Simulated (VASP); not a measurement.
Set up this calculation in VASP 6.6.1, as the native input.

```yaml
Task: single point
Functional: LDA
Potentials_or_basis: VASP PAW LDA potentials, release 64 (W_sv, C)
Cutoff: 520 eV
k_mesh: 11 × 11 × 11
Occupations: methfessel-paxton, width 0.1 eV
Spin: no spin polarisation
Dipole_correction: no
Further_INCAR_settings: ALGO = Normal; EDIFF = 1e-07; NBANDS = 16
```

The structure of WC lies in POSCAR:

```
WC
1.0
    0.0000000000      2.2215343616      2.2215343616
    2.2215343616      0.0000000000      2.2215343616
    2.2215343616      2.2215343616      0.0000000000
W C
1 1
Direct
    0.0000000000      0.0000000000      0.0000000000
    0.5000000000      0.5000000000      0.5000000000
```

These files were run (other wordings do the same):

INCAR

```
SYSTEM = WC
PREC = Accurate
ENCUT = 520
EDIFF = 1E-7
ISMEAR = 1
SIGMA = 0.1
LREAL = .False.
LASPH = .True.
NELM = 80
ALGO = Normal
ISIF = 2
LWAVE = .False.
LCHARG = .False.
NBANDS = 16
```

KPOINTS

```
regular mesh
0
Gamma
  11 11 11
  0 0 0
```

Potentials or basis: VASP PAW LDA potentials, release 64 (W_sv, C).

Run with:

```bash
$ cat potpaw_LDA.64/W_sv/POTCAR potpaw_LDA.64/C/POTCAR > POTCAR
$ mpirun -np 1 vasp_std > vasp.out
```

It gave:

| Property | Result |
| --- | --- |
| Pressure | -26.1 GPa |
| Band gap on the k mesh | zero (band 9 reaches 12.52 eV, above the bottom of band 10 at 9.65 eV) |

Caveat: spin-orbit coupling is left out, which moves the levels of the heavy elements.

Wall time 12 s on 1 thread of Intel Xeon 6975P-C, with other jobs on the host, peak memory 0.14 GiB.
